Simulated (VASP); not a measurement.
The system is Ru.

```xyz
1
Lattice="-1.5020 1.5020 1.5020 1.5020 -1.5020 1.5020 1.5020 1.5020 -1.5020" Properties=species:S:1:pos:R:3 pbc="T T T"
Ru    0.0000    0.0000    0.0000
```

| Item | Value |
| --- | --- |
| Program | VASP 6.6.1 |
| Task | relaxation of cell and atoms |
| Functional | PBE |
| Potentials or basis | VASP PAW PBE potentials, release 64 (Ru_pv) |
| Cutoff | 600 eV |
| k mesh | 15 × 15 × 15 |
| Occupations | fermi-dirac, width 0.05 eV |
| Spin | collinear spin, ferromagnetic start |
| Starting moments | [1.0] μB |

At the start: pressure 15.2 GPa; volume 13.55 Å³/atom.

Question: How do energy, volume and symmetry change on relaxing?

Answer: Over 4 steps the energy falls by 30.1 meV/atom and the volume is 14.23 Å³/atom (+5.0 %); space group Im-3m (No. 229, to 0.05 Å); moment 0.00 μB per cell.

Step by step:
```
step  energy change (eV)  largest force (eV/Å)  pressure (GPa)  volume (Å³)
   1              0.0000                0.0000           15.19        13.55
   2              0.1625                0.0000          -26.83        16.24
   3             -0.0300                0.0000           -0.67        14.26
   4             -0.0301                0.0000           -0.09        14.23
```

Final structure:
```
Ru
1.0
    -1.52642    1.52642    1.52642
     1.52642   -1.52642    1.52642
     1.52642    1.52642   -1.52642
Ru
1
Direct
  0.00000 0.00000 0.00000
```
